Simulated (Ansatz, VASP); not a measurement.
## YSc2Pt2 in VASP and in Ansatz

Contents of INCAR:

```
  ALGO = Normal
  EDIFF = 1E-6
  EDIFFG = -0.04
  ENCUT = 600
  GGA = PE
  IBRION = 2
  ISIF = 3
  ISMEAR = 0
  LASPH = True
  LCHARG = False
  LREAL = False
  LWAVE = False
  NELM = 100
  NSW = 90
  PREC = Accurate
  SIGMA = 0.1
```

The input KPOINTS:

```
k-points
0
Gamma
  6 6 2
```

POSCAR

```
YSc2Pt2
1.0
    3.4833583508      0.0000000000      0.0000000000
   -1.7416791754      3.0166768222      0.0000000000
    0.0000000000      0.0000000000      9.1074494249
Y Sc Pt
1 2 2
Direct
    0.0000000000      0.0000000000      0.0000000000
    0.3333333333      0.6666666667      0.1410000000
    0.6666666667      0.3333333333      0.8590000000
    0.3333333333      0.6666666667      0.6670000000
    0.6666666667      0.3333333333      0.3330000000
```

Input for Ansatz:

```yaml
crystal:
  lattice:
    - [3.4833583508, 0.0, 0.0]
    - [-1.7416791754, 3.0166768222, 0.0]
    - [0.0, 0.0, 9.1074494249]
  atoms:
    - { symbol: "Y", position: [0.0, 0.0, 0.0] }
    - { symbol: Sc, position: [0.3333333333, 0.6666666667, 0.141] }
    - { symbol: Sc, position: [0.6666666667, 0.3333333333, 0.859] }
    - { symbol: Pt, position: [0.3333333333, 0.6666666667, 0.667] }
    - { symbol: Pt, position: [0.6666666667, 0.3333333333, 0.333] }
basis:
  ecutwfc: 420
kpoints:
  mp_grid: { grid: [6, 6, 2] }
hamiltonian:
  xc: pbe
scf:
  occupations: { method: gaussian, width: 0.1 }
  lower_state_search: "off"
output:
  forces: true
  stress: true
  eigenvalues: true
relax:
  adjacent_minimum: "off"
  f_tol: 0.04
  max_steps: 70
  cell: { stress_tol: 0.4 }
```

Alike in both runs: task relaxation of cell and atoms; functional PBE; k mesh 6 × 6 × 2; occupations gaussian, width 0.1 eV; no spin polarisation.

|  | VASP | Ansatz |
| --- | --- | --- |
| version | VASP 6.6.1 | Ansatz 0.2.0 |
| potentials or method | VASP PAW PBE potentials, release 64 (Y_sv, Sc_sv, Pt), cutoff 600 eV | scalar-relativistic, plane waves, PAW |
| valence electrons in the cell | 53 | 69 |

|  | VASP | Ansatz | Ansatz less VASP |
| --- | --- | --- | --- |
| gap on the k mesh at the Fermi level, each at its own relaxed structure (eV) | none | none | - |
| relaxed volume (Å³/atom) | 22.10 | 24.86 | +2.757 |
| relaxed length of the cell vector where the two differ most in proportion (Å) | 5.658 | 11.047 | +5.3885 |

A gap of «none» marks a metal or a gap that the smearing closes. One of these differences is far larger than is usual between the two programs; its cause wasn't traced. VASP's potentials hold 53 valence electrons a cell and Ansatz's 69, so a difference there can come from the potentials and not from the codes.

Spin-orbit coupling is off throughout. Noted on VASP's run: the volume moved by over 15 % at a fixed basis, so the end points are rough.
